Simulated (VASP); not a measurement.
# NaF (I4/mmm) in VASP: single point with PBE

Aim: the single point of NaF with PBE.

Everything below comes from runs of VASP 6.6.1. Logs are shortened: lines on timing, memory, paths and dates and some standing lists are left out, and cuts for length are marked.

### Step 1. The cell of the first run

It takes space group I4/mmm (No. 139, tetragonal). Conventional cell: a = 3.346 Å, b = 3.346 Å, c = 4.545 Å, α = 90.00°, β = 90.00°, γ = 90.00°. Within 3.0 Å of Na (site symmetry 4/mmm) lie 6 F at 2.27 to 2.37 Å. F (site symmetry 4/mmm) has 6 Na at 2.27 to 2.37 Å within 3.0 Å.

### Step 2. Single point, PBE (epitaxial xy strain +3.0%)

INCAR reads:

```
SYSTEM = NaF
  PREC = Accurate
  ENCUT = 520
  EDIFF = 1E-6
  ISMEAR = 0
  SIGMA = 0.01
  LREAL = .False.
  LASPH = .True.
  NELM = 60
  ALGO = Normal
  ISIF = 2
  LWAVE = .False.
  LCHARG = .False.
  GGA = PE
  NBANDS = 14
```

KPOINTS reads:

```
Automatic mesh
0
Gamma
  6 6 6
  0 0 0
```

POSCAR reads:

```
NaF
1.0
    0.0000000000      2.3660831267      2.2726349319
    2.3660831267      0.0000000000      2.2726349319
    2.3660831267      2.3660831267      0.0000000000
Na F
1 1
Direct
    0.0000000000      0.0000000000      0.0000000000
    0.5000000000      0.5000000000      0.5000000000
```

Potentials or basis: VASP PAW PBE potentials, release 64 (Na_pv, F).

Started as:

```
$ cat potpaw_PBE.64/Na_pv/POTCAR potpaw_PBE.64/F/POTCAR > POTCAR
$ mpirun -np 1 vasp_std > vasp.out
```

OUTCAR:

```text
SYSTEM = NaF
   PREC = Accurate
   ENCUT = 520
   EDIFF = 1E-6
   ISMEAR = 0
   LREAL = .False.
   LASPH = .True.
   NELM = 60
   ISIF = 2
   GGA = PE

 ion  position               nearest neighbor table
   1  0.000  0.000  0.000-   2 2.27   2 2.27
   2  0.500  0.500  0.500-   1 2.27   1 2.27

  LATTYP: Found a body centered tetragonal cell.
 ALAT       =     3.3461468475
 C/A-ratio  =     1.3583593521

  Lattice vectors:

 A1 = (   0.0000000000,  -2.3660831267,  -2.2726349319)
 A2 = (   0.0000000000,   2.3660831267,  -2.2726349319)
 A3 = (   2.3660831267,   0.0000000000,   2.2726349319)

Analysis of symmetry for initial positions (statically):
=====================================================================
 Subroutine PRICEL returns:
 Original cell was already a primitive cell.

 Routine SETGRP: Setting up the symmetry group for a
 body centered tetragonal supercell.

 Subroutine GETGRP returns: Found 16 space group operations
 (whereof 16 operations were pure point group operations)
 out of a pool of 16 trial point group operations.

The static configuration has the point symmetry D_4h.

Analysis of symmetry for dynamics (positions and initial velocities):
=====================================================================
 Subroutine PRICEL returns:
 Original cell was already a primitive cell.

 Routine SETGRP: Setting up the symmetry group for a
 body centered tetragonal supercell.

 Subroutine GETGRP returns: Found 16 space group operations
 (whereof 16 operations were pure point group operations)
 out of a pool of 16 trial point group operations.

The dynamic configuration has the point symmetry D_4h.

 Subroutine INISYM returns: Found 16 space group operations
 (whereof 16 operations are pure point group operations),
 and found     1 'primitive' translations

----------------------------------------------------------------------------------------

                                     Primitive cell

  volume of cell :      25.4460

  direct lattice vectors                    reciprocal lattice vectors
     0.000000000  2.366083127  2.272634932    -0.211319710  0.211319710  0.220008939
     2.366083127  0.000000000  2.272634932     0.211319710 -0.211319710  0.220008939
     2.366083127  2.366083127  0.000000000     0.211319710  0.211319710 -0.220008939

  length of vectors
     3.280734506  3.280734506  3.346146847     0.371101028  0.371101028  0.371101028

  position of ions in fractional coordinates (direct lattice)
     0.000000000  0.000000000  0.000000000
     0.500000000  0.500000000  0.500000000

  ion indices of the primitive-cell ions
   primitive index   ion index
                 1           1
                 2           2

----------------------------------------------------------------------------------------

 KPOINTS: Automatic mesh

Automatic generation of k-mesh.
 Grid dimensions read from file:
 generate k-points for:    6    6    6

 Generating k-lattice:

  Cartesian coordinates                     Fractional coordinates (reciprocal lattice)
    -0.035219952  0.035219952  0.036668156     0.166666667 -0.000000000  0.000000000
     0.035219952 -0.035219952  0.036668156    -0.000000000  0.166666667  0.000000000
     0.035219952  0.035219952 -0.036668156     0.000000000  0.000000000  0.166666667

  Length of vectors
     0.061850171  0.061850171  0.061850171

  Shift w.r.t. Gamma in fractional coordinates (k-lattice)
     0.000000000  0.000000000  0.000000000

 Subroutine IBZKPT returns following result:
 ===========================================

 Found     30 irreducible k-points:

 Following reciprocal coordinates:
            Coordinates               Weight
  0.000000  0.000000  0.000000      1.000000
  0.166667 -0.000000  0.000000      8.000000
  0.333333  0.000000  0.000000      8.000000
  0.500000  0.000000  0.000000      4.000000
  0.166667  0.166667  0.000000      2.000000
  0.333333  0.166667  0.000000      8.000000
[... 16 lines left out ...]
  0.333333  0.000000  0.333333      4.000000
  0.500000 -0.000000  0.333333     16.000000
 [... further k-points ...]
   k-points           NKPTS =     30   k-points in BZ     NKDIM =     30   number of bands    NBANDS=     14
   number of dos      NEDOS =    301   number of ions     NIONS =      2
   total plane-waves  NPLWV =  16128
   dimension x,y,z NGX =    24 NGY =   24 NGZ =   28
   dimension x,y,z NGXF=    48 NGYF=   48 NGZF=   56
   ions per type =               1   1
   NGX,Y,Z   is equivalent  to a cutoff of  12.16, 12.16, 13.91 a.u.
   NGXF,Y,Z  is equivalent  to a cutoff of  24.32, 24.32, 27.82 a.u.
 SYSTEM =  NaF
   PREC   = accura    normal or accurate (medium, high low for compatibility)
   ISTART =      0    job   : 0-new  1-cont  2-samecut
   ICHARG =      2    charge: 1-file 2-atom 10-const
   ISPIN  =      1    spin polarized calculation?
   LNONCOLLINEAR =      F non collinear calculations
   LSORBIT =      F    spin-orbit coupling
   LASPH  =      T    aspherical Exc in radial PAW
   ENCUT  =  520.0 eV  38.22 Ry    6.18 a.u.   6.10  6.10  6.22*2*pi/ulx,y,z
   NELM   =     60;   NELMIN=  2; NELMDL= -5     # of ELM steps
   EDIFF  = 0.1E-05   stopping-criterion for ELM
   LREAL  =      F    real-space projection
   EDIFFG = 0.1E-04   stopping-criterion for IOM
   NSW    =      0    number of steps for IOM
   IBRION =     -1    ionic relax: 0-MD 1-quasi-New 2-CG
   NFREE  =      0    steps in history (QN), initial steepest desc. (CG)
   ISIF   =      2    stress and relaxation
   ISYM   =      2    0-nonsym 1-usesym 2-fastsym
   POTIM  = 0.5000    time-step for ionic-motion
   TEBEG  =    0.0;   TEEND  =   0.0 temperature during run
   PSTRESS=    0.0 pullay stress
   NELECT =      14.0000    total number of electrons
   NUPDOWN=      -1.0000    fix difference up-down
   EMIN   =  10.00;   EMAX   =-10.00  energy-range for DOS
   EFERMI =   0.00;   METHOD = LEGACY
   ISMEAR =     0;   SIGMA  =   0.01  broadening in eV -4-tet -1-fermi 0-gaus
   EFERMI_NEDOS =   21; number of points for ismear=-14 and -15
   IALGO  =     38    algorithm
   IMIX   =      4    mixing-type and parameters
     AMIX     =   0.40;   BMIX     =  1.00
     AMIX_MAG =   1.60;   BMIX_MAG =  1.00
  volume/ion in A,a.u.               =      12.72        85.86
  Fermi-wavevector in a.u.,A,eV,Ry     =   1.341460  2.534991 24.483875  1.799514
  Thomas-Fermi vector in A             =   2.469691
   LORBIT       =      0    0 simple, 1 ext, 2 COOP (PROOUT), +10 PAW based schemes
   GGA     = PE    functional components
   LHFCALC =     F    Hartree Fock is set to
   AEXX    =    0.0000 exact exchange contribution
   IVDW    =     0    specifies the selected vdW correction
   LEPSILON=     F    determine dielectric tensor
   LRPA    =     F    only Hartree local field effects (RPA)
 non-spin polarized calculation
 Gauss-broadening in eV      SIGMA  =   0.01
  energy-cutoff  :      520.00
  volume of cell :       25.45
 maximum number of plane-waves:       698
   NGX = 13   NGY = 13   NGZ = 13

 number of electron      13.9999994 magnetization

 Free energy of the ion-electron system (eV)
  ---------------------------------------------------
  ext. energy  EPLUGINS =         0.00000000
  ---------------------------------------------------
  free energy    TOTEN  =        -8.56035630 eV

  energy without entropy =       -8.56035630  energy(sigma->0) =       -8.56035630

 E-fermi :  -2.0412     XC(G=0):  -9.0459

 val. band max:       -2.1800835426   @ k =   0.0000   0.0000   0.0000
 cond. band min:       3.9945278926   @ k =   0.0000   0.0000   0.0000
 fundamental gap:      6.1746114352
 Fermi energy:        -2.0412419817

 k-point     1 :       0.0000    0.0000    0.0000
  band No.  band energies     occupation
      1     -21.3199      2.00000
      2     -21.1951      2.00000
      3     -21.1951      2.00000
      4     -21.1809      2.00000
      5      -2.1850      2.00000
      6      -2.1801      2.00000
      7      -2.1801      2.00000
      8       3.9945      0.00000
      9      16.5569      0.00000
     10      16.5570      0.00000
     11      16.8315      0.00000
     12      19.4664      0.00000
     13      21.0325      0.00000
     14      22.1947      0.00000

 k-point     2 :       0.1667   -0.0000    0.0000
  band No.  band energies     occupation
      1     -21.6333      2.00000
      2     -21.1992      2.00000
      3     -21.1893      2.00000
      4     -20.8418      2.00000
      5      -2.6528      2.00000
      6      -2.2465      2.00000
      7      -2.2414      2.00000
      8       4.9076      0.00000
      9      14.1838      0.00000
     10      16.8997      0.00000
     11      17.1560      0.00000
     12      20.2582      0.00000
     13      21.1744      0.00000
     14      21.8181      0.00000

 k-point     3 :       0.3333    0.0000    0.0000
  band No.  band energies     occupation
      1     -21.8856      2.00000
      2     -21.2073      2.00000
      3     -21.1931      2.00000
      4     -20.5217      2.00000
      5      -3.4034      2.00000
      6      -2.3765      2.00000
      7      -2.3558      2.00000
      8       6.8769      0.00000
      9      11.6516      0.00000
     10      17.3150      0.00000
     11      17.8930      0.00000
     12      19.9285      0.00000
     13      20.5317      0.00000
     14      21.5917      0.00000

 k-point     4 :       0.5000    0.0000    0.0000
  band No.  band energies     occupation
      1     -21.9749      2.00000
      2     -21.2113      2.00000
      3     -21.1949      2.00000
      4     -20.3983      2.00000
      5      -3.7218      2.00000
      6      -2.4400      2.00000
      7      -2.4121      2.00000
      8       8.4594      0.00000
      9      10.0902      0.00000
     10      17.3187      0.00000
     11      18.0804      0.00000
     12      20.1928      0.00000
     13      20.6360      0.00000
     14      21.3492      0.00000

 k-point     5 :       0.1667    0.1667    0.0000
  band No.  band energies     occupation
      1     -21.6839      2.00000
      2     -21.2086      2.00000
      3     -21.2086      2.00000
      4     -20.7532      2.00000
      5      -2.7253      2.00000
      6      -2.2996      2.00000
      7      -2.2996      2.00000
      8       5.2216      0.00000
      9      13.9296      0.00000
     10      16.6610      0.00000
     11      16.6610      0.00000
[... 276 lines left out ...]
 k-point    22 :      -0.3333    0.5000    0.1667
  band No.  band energies     occupation
      1     -21.5085      2.00000
      2     -21.2920      2.00000
      3     -21.2685      2.00000
      4     -20.7929      2.00000
      5      -3.1966      2.00000
      6      -2.8461      2.00000
      7      -2.7012      2.00000
      8      10.7258      0.00000
      9      11.1693      0.00000
     10      12.2445      0.00000
     11      15.1178      0.00000
     12      18.6352      0.00000
     13      23.4605      0.00000
     14      23.5014      0.00000

 k-point    23 :       0.3333    0.0000    0.3333
  band No.  band energies     occupation
      1     -21.5781      2.00000
      2     -21.2250      2.00000
      3     -21.2198      2.00000
      4     -20.8389      2.00000
      5      -3.2904      2.00000
      6      -2.4899      2.00000
      7      -2.4443      2.00000
      8       7.7391      0.00000
      9      11.9139      0.00000
     10      14.4434      0.00000
     11      17.1616      0.00000
     12      17.4163      0.00000
     13      22.4367      0.00000
     14      24.5136      0.00000

 k-point    24 :       0.5000   -0.0000    0.3333
  band No.  band energies     occupation
      1     -21.5800      2.00000
      2     -21.2740      2.00000
      3     -21.2257      2.00000
      4     -20.7767      2.00000
      5      -3.3511      2.00000
      6      -2.7197      2.00000
      7      -2.5176      2.00000
      8       9.4911      0.00000
      9      11.1748      0.00000
     10      12.9067      0.00000
     11      17.0692      0.00000
     12      17.4946      0.00000
     13      22.9796      0.00000
     14      24.7604      0.00000

 [... further k-points ...]
[... 5 lines left out ...]
  --------------------------------------------------------------------------------------
  -------------------------------------------------------------------------------------
  Total       -0.0197944     -0.0197944      0.5278319      0.0000000      0.0000000      0.0000000
  in kB       -1.2463335     -1.2463335     33.2342993      0.0000000      0.0000000      0.0000000
  external PRESSURE =      10.2472108 kB  Pullay stress =       0.0000000 kB

 VOLUME and BASIS-vectors are now :
 -----------------------------------------------------------------------------
  energy-cutoff  :      520.00
  volume of cell :       25.45
      direct lattice vectors                 reciprocal lattice vectors
     0.000000000  2.366083127  2.272634932    -0.211319710  0.211319710  0.220008939
     2.366083127  0.000000000  2.272634932     0.211319710 -0.211319710  0.220008939
     2.366083127  2.366083127  0.000000000     0.211319710  0.211319710 -0.220008939

 POSITION                                       TOTAL-FORCE (eV/Angst)
 -----------------------------------------------------------------------------------
      0.00000      0.00000      0.00000         0.000000      0.000000     -0.000000
      2.36608      2.36608      2.27263        -0.000000     -0.000000      0.000000
 -----------------------------------------------------------------------------------
    total drift:                                0.000000     -0.000000      0.000000

  FREE ENERGIE OF THE ION-ELECTRON SYSTEM (eV)
  ---------------------------------------------------
  free  energy   TOTEN  =        -8.5603562961 eV

  energy  without entropy=       -8.5603562961  energy(sigma->0) =       -8.56035630
```

Run time: 7.3 s. Hardware: 1 thread of Intel Xeon Platinum 8259CL at 2.50GHz (Skylake/Cascade Lake), shared host; peak memory 0.14 GiB.

Results:

```
Free energy            : -8.5604 eV
Pressure               : 1.0 GPa
Band gap on the k mesh : 6.17 eV, direct
```

Levels at points of the mesh, in eV from the valence-band top:
| k point | band 5 | band 6 | band 7 | band 8 | band 9 | band 10 |
| --- | --- | --- | --- | --- | --- | --- |
| (0.00, 0.00, 0.00) | 0.00 | 0.00 | 0.00 | 6.17 | 18.74 | 18.74 |
| (0.50, 0.00, 0.00) | -1.54 | -0.26 | -0.23 | 10.64 | 12.27 | 19.50 |
| (0.50, 0.50, 0.00) | -1.20 | -0.44 | -0.44 | 12.97 | 13.33 | 13.50 |
| (0.50, 0.00, 0.50) | -1.26 | -0.40 | -0.34 | 12.79 | 13.33 | 13.37 |

Caveat: the cell differs from its parent crystal (epitaxial xy strain +3.0%).
